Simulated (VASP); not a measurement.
Here is a VASP 6.6.1 calculation.

File INCAR:

```
PREC = Accurate ; ENCUT = 520
EDIFF = 1E-6 ; ISMEAR = -1
SIGMA = 0.05 ; LREAL = F
LASPH = T ; NELM = 80
ALGO = Fast ; ISIF = 2
LWAVE = F ; LCHARG = F
NBANDS = 30
```

File KPOINTS:

```
regular mesh
0
Gamma
  6 6 6
```

File POSCAR:

```
In3As
1.0
    4.7026201864      0.0000000000      0.0000000000
    0.0000000000      4.7026201864      0.0000000000
    0.0000000000      0.0000000000      4.7026201864
In As
3 1
Direct
    0.5000000000      0.5000000000      0.0000000000
    0.5000000000      0.0000000000      0.5000000000
    0.0000000000      0.5000000000      0.5000000000
    0.0000000000      0.0000000000      0.0000000000
```

Potentials or basis: VASP PAW LDA potentials, release 64 (In_d, As).

Command:

```bash
$ cat potpaw_LDA.64/In_d/POTCAR potpaw_LDA.64/As/POTCAR > POTCAR
$ mpirun -np 1 vasp_std > vasp.out
```

Q: What does it give for the pressure?

A: -4.5 GPa.

Q: Predict the band gap on the k mesh.

A: Zero (bands 22 and 23 overlap by 3.66 eV).

Caveat: the cell stands under tension; spin-orbit coupling is left out, which moves the levels of the heavy elements.
